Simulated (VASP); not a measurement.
# FeGe (rocksalt type) (Fm-3m) in VASP: relaxation of cell and atoms with PBE

Aim: the relaxation of cell and atoms of FeGe (rocksalt type) with PBE.

Everything below comes from runs of VASP 6.6.1. Logs are shortened: lines on timing, memory, paths and dates and some standing lists are left out, and cuts for length are marked.

### Step 1. The cell of the first run

Symmetry: Fm-3m, No. 225, cubic system. Conventional cell: a = 4.983 Å, b = 4.983 Å, c = 4.983 Å, α = 90.00°, β = 90.00°, γ = 90.00°. Within 3.3 Å of Fe (site symmetry m-3m) lie 6 Ge at 2.49 Å. Within 3.3 Å of Ge (site symmetry m-3m) lie 6 Fe at 2.49 Å.

### Step 2. Relaxation of cell and atoms, PBE, collinear spin, ferromagnetic start, target pressure -1.9 GPa, at which the enthalpy is minimised

INCAR

```
  ALGO = Normal
  EDIFF = 1E-7
  EDIFFG = -0.005
  ENCUT = 600
  GGA = PE
  IBRION = 2
  ISIF = 3
  ISMEAR = -1
  ISPIN = 2
  LASPH = True
  LCHARG = False
  LMAXMIX = 4
  LORBIT = 11
  LREAL = False
  LWAVE = False
  MAGMOM = 2.5 0
  NELM = 150
  NSW = 60
  PREC = Accurate
  PSTRESS = -19.0
  SIGMA = 0.05
```

KPOINTS

```
k-points
0
Gamma
  14 14 14
```

POSCAR

```
FeGe
1.0
    0.0000000000      2.4915895796      2.4915895796
    2.4915895796      0.0000000000      2.4915895796
    2.4915895796      2.4915895796      0.0000000000
Fe Ge
1 1
Direct
    0.0000000000      0.0000000000      0.0000000000
    0.5000000000      0.5000000000      0.5000000000
```

Potentials or basis: VASP PAW PBE potentials, release 64 (Fe, Ge_d).

Started as:

```sh
> cat potpaw_PBE.64/Fe/POTCAR potpaw_PBE.64/Ge_d/POTCAR > POTCAR
> mpirun -np 1 vasp_std > vasp.out
```

OUTCAR:

```text
EDIFF = 1E-7
   EDIFFG = -0.005
   ENCUT = 600
   GGA = PE
   IBRION = 2
   ISIF = 3
   ISMEAR = -1
   ISPIN = 2
   LASPH = True
   LORBIT = 11
   LREAL = False
   NELM = 150
   NSW = 60
   PREC = Accurate
   PSTRESS = -19.0

 ion  position               nearest neighbor table
   1  0.000  0.000  0.000-   2 2.49   2 2.49   2 2.49   2 2.49   2 2.49   2 2.49
   2  0.500  0.500  0.500-   1 2.49   1 2.49   1 2.49   1 2.49   1 2.49   1 2.49

  LATTYP: Found a face centered cubic cell.
 ALAT       =     4.9831791592

  Lattice vectors:

 A1 = (   0.0000000000,   2.4915895796,   2.4915895796)
 A2 = (   2.4915895796,   0.0000000000,   2.4915895796)
 A3 = (   2.4915895796,   2.4915895796,   0.0000000000)

Analysis of symmetry for initial positions (statically):
=====================================================================
 Subroutine PRICEL returns:
 Original cell was already a primitive cell.

 Routine SETGRP: Setting up the symmetry group for a
 face centered cubic supercell.

 Subroutine GETGRP returns: Found 48 space group operations
 (whereof 48 operations were pure point group operations)
 out of a pool of 48 trial point group operations.

The static configuration has the point symmetry O_h .

Analysis of symmetry for dynamics (positions and initial velocities):
=====================================================================
 Subroutine PRICEL returns:
 Original cell was already a primitive cell.

 Routine SETGRP: Setting up the symmetry group for a
 face centered cubic supercell.

 Subroutine GETGRP returns: Found 48 space group operations
 (whereof 48 operations were pure point group operations)
 out of a pool of 48 trial point group operations.

The dynamic configuration has the point symmetry O_h .

Analysis of structural, dynamic, and magnetic symmetry:
=====================================================================
 Subroutine PRICEL returns:
 Original cell was already a primitive cell.

 Routine SETGRP: Setting up the symmetry group for a
 face centered cubic supercell.

 Subroutine GETGRP returns: Found 48 space group operations
 (whereof 48 operations were pure point group operations)
 out of a pool of 48 trial point group operations.

The overall configuration has the point symmetry O_h .

 Subroutine INISYM returns: Found 48 space group operations
[... 104 lines left out ...]
   ISYM   =      2    0-nonsym 1-usesym 2-fastsym
   POTIM  = 0.5000    time-step for ionic-motion
   TEBEG  =    0.0;   TEEND  =   0.0 temperature during run
   PSTRESS=  -19.0 pullay stress
   NELECT =      22.0000    total number of electrons
   NUPDOWN=      -1.0000    fix difference up-down
   EMIN   =  10.00;   EMAX   =-10.00  energy-range for DOS
   EFERMI =   0.00;   METHOD = LEGACY
   ISMEAR =    -1;   SIGMA  =   0.05  broadening in eV -4-tet -1-fermi 0-gaus
   EFERMI_NEDOS =   21; number of points for ismear=-14 and -15
   IALGO  =     38    algorithm
   IMIX   =      4    mixing-type and parameters
     AMIX     =   0.40;   BMIX     =  1.00
     AMIX_MAG =   1.60;   BMIX_MAG =  1.00
  volume/ion in A,a.u.               =      15.47       104.38
  Fermi-wavevector in a.u.,A,eV,Ry     =   1.461266  2.761392 29.052489  2.135298
  Thomas-Fermi vector in A             =   2.577618
   LORBIT       =     11    0 simple, 1 ext, 2 COOP (PROOUT), +10 PAW based schemes
   GGA     = PE    functional components
   LHFCALC =     F    Hartree Fock is set to
   AEXX    =    0.0000 exact exchange contribution
   IVDW    =     0    specifies the selected vdW correction
   LEPSILON=     F    determine dielectric tensor
   LRPA    =     F    only Hartree local field effects (RPA)
 conjugate gradient relaxation of ions
 spin polarized calculation
  energy-cutoff  :      600.00
  volume of cell :       30.94
 maximum number of plane-waves:      1056
   NGX = 15   NGY = 15   NGZ = 15

--------------------------------------- Ionic step        1  -------------------------------------------

 number of electron      22.0000007 magnetization       2.1715327

 Free energy of the ion-electron system (eV)
  ---------------------------------------------------
  ext. energy  EPLUGINS =         0.00000000
  ---------------------------------------------------
  free energy    TOTEN  =       -12.03725399 eV

  energy without entropy =      -12.01111544  energy(sigma->0) =      -12.02418471

------------------------ aborting loop because EDIFF is reached ----------------------------------------

  FORCE on cell =-STRESS in cart. coord.  units (eV):
  Direction    XX          YY          ZZ          XY          YZ          ZX
  --------------------------------------------------------------------------------------
  -------------------------------------------------------------------------------------
  Total       -0.3963866     -0.3963866     -0.3963866     -0.0000000      0.0000000     -0.0000000
  in kB      -20.5291079    -20.5291079    -20.5291079     -0.0000000      0.0000000     -0.0000000
  external PRESSURE =      -1.5291079 kB  Pullay stress =     -19.0000000 kB
[... 177 lines left out ...]
--------------------------------------- Ionic step        6  -------------------------------------------

 number of electron      22.0000006 magnetization       2.1597928

 Free energy of the ion-electron system (eV)
  ---------------------------------------------------
  ext. energy  EPLUGINS =         0.00000000
  ---------------------------------------------------
  free energy    TOTEN  =       -12.03819285 eV

  energy without entropy =      -12.01208565  energy(sigma->0) =      -12.02513925

 E-fermi :   6.2606     XC(G=0): -11.8190

 val. band max:        6.2549386523   @ k =  -0.4286   0.2857   0.0714
 cond. band min:       6.2649950358   @ k =  -0.3571   0.0714   0.0000
 fundamental gap:      0.0100563835
 Fermi energy:         6.2606383202

 spin component 1

 k-point     1 :       0.0000    0.0000    0.0000
  band No.  band energies     occupation
      1     -18.1654      1.00000
      2     -18.1654      1.00000
      3     -18.1308      1.00000
      4     -18.1308      1.00000
      5     -18.1308      1.00000
      6      -5.5885      1.00000
[... 435 lines left out ...]
      5     -18.1180      1.00000
      6      -4.3228      1.00000
[... 8 lines left out ...]
     15      13.4663      0.00000
     16      14.8332      0.00000

 [... further k-points ...]

 spin component 2

 k-point     1 :       0.0000    0.0000    0.0000
  band No.  band energies     occupation
      1     -18.1754      1.00000
      2     -18.1754      1.00000
      3     -18.1485      1.00000
      4     -18.1485      1.00000
      5     -18.1485      1.00000
      6      -5.5921      1.00000
[... 480 lines left out ...]
  energy  without entropy=      -12.0120856473  energy(sigma->0) =      -12.02513925

  enthalpy is  TOTEN    =       -12.4041445677 eV   P V=       -0.3659517222

 reached required accuracy - stopping structural energy minimisation

 total charge

# of ion       s       p       d       tot
------------------------------------------
    1        0.403   0.368   6.322   7.093
    2        1.161   1.200  10.043  12.404
--------------------------------------------------
tot          1.564   1.568  16.365  19.498

 magnetization (x)

# of ion       s       p       d       tot
------------------------------------------
    1        0.071   0.006   2.191   2.268
    2        0.004  -0.098   0.002  -0.091
--------------------------------------------------
tot          0.074  -0.091   2.194   2.177
```

Run time: 4.9 min. Hardware: 1 thread of Intel Xeon Platinum 8488C (Sapphire Rapids), shared host; peak memory 0.26 GiB.

What came out:

```
Free energy                                                : -12.0382 eV
Relaxed volume                                             : 15.43 Å³/atom
Relaxed cell                                               : a = 3.521 Å, b = 3.521 Å, c = 3.521 Å, α = 60.00°, β = 60.00°, γ = 60.00°
Space group after relaxing (to 0.1 Å)                      : Fm-3m (No. 225)
Energy change on relaxing (the run minimises the enthalpy) : -0.5 meV/atom
Ionic steps                                                : 6
Pressure after relaxing                                    : -1.9 GPa
Net moment                                                 : 2.16 μB per cell
Site moments                                               : Fe +2.27; Ge -0.09 μB
Valence electrons inside the program's atomic spheres      : Fe 7.09; Ge 12.40
```

Step by step:
| step | energy change (eV) | largest force (eV/Å) | pressure (GPa) | volume (Å³) |
| --- | --- | --- | --- | --- |
| 1 | 0.0000 | 0.0000 | -2.05 | 30.94 |
| 2 | -0.0008 | 0.0000 | -2.04 | 30.87 |
| 3 | -0.0029 | 0.0000 | -1.42 | 30.67 |
| 4 | -0.0013 | 0.0000 | -1.70 | 30.82 |
| 5 | -0.0010 | 0.0000 | -1.79 | 30.85 |
| 6 | -0.0009 | 0.0000 | -1.85 | 30.86 |

Final structure:
```
Fe Ge
1.0
     0.00000    2.48953    2.48953
     2.48953    0.00000    2.48953
     2.48953    2.48953    0.00000
Fe Ge
1 1
Direct
  0.00000 0.00000 0.00000
  0.50000 0.50000 0.50000
```

Caveat: the cell is relaxed towards a set pressure, so the run minimises the enthalpy, not the energy.
